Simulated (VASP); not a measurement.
# CaZr: single point with PBE

The system is CaZr.

```
Ca Zr
1.0
     3.29341    0.00000    0.00000
    -1.64671    2.85218    0.00000
     0.00000    0.00000    4.93834
Ca Zr
1 1
Direct
  0.66667 0.33333 0.00000
  0.00000 0.00000 0.50000
```

```yaml
Program: VASP 6.6.1
Task: single point
Functional: PBE
Potentials_or_basis: VASP PAW PBE potentials, release 64 (Ca_sv, Zr_sv)
Cutoff: 520 eV
k_mesh: 6 × 6 × 4
Occupations: gaussian, width 0.1 eV
Spin: no spin polarisation
```

The pressure is 12.6 GPa and the band gap on the k mesh is zero (bands 11 and 12 overlap by 1.83 eV).

Stress tensor (GPa, compression positive):
```
 8.39  0.00  0.00
 0.00  8.39  0.00
 0.00  0.00 20.97
```

Levels at points of the mesh, in eV from the Fermi level:
```tsv
k point	band 8	band 9	band 10	band 11	band 12	band 13	band 14	band 15
(0.00, 0.00, 0.00)	-20.95	-4.94	-2.05	1.27	1.27	2.12	2.71	2.71
(0.50, 0.00, 0.00)	-21.09	-2.09	-1.08	-1.05	0.24	1.37	2.49	3.20
(0.00, 0.00, 0.50)	-20.96	-3.57	-2.57	0.55	1.07	1.07	2.18	2.18
(0.50, 0.00, 0.50)	-21.10	-2.05	-1.83	-0.05	1.03	1.91	2.25	2.63
```

Wall time 7.2 s on 1 thread of Intel(R) Xeon(R) 6975P-C (Granite Rapids) (shared host), peak memory 0.16 GiB.

Caveat: the k points lie up to 0.37 Å⁻¹ apart, too coarse for converged energies and pressures of a metal.
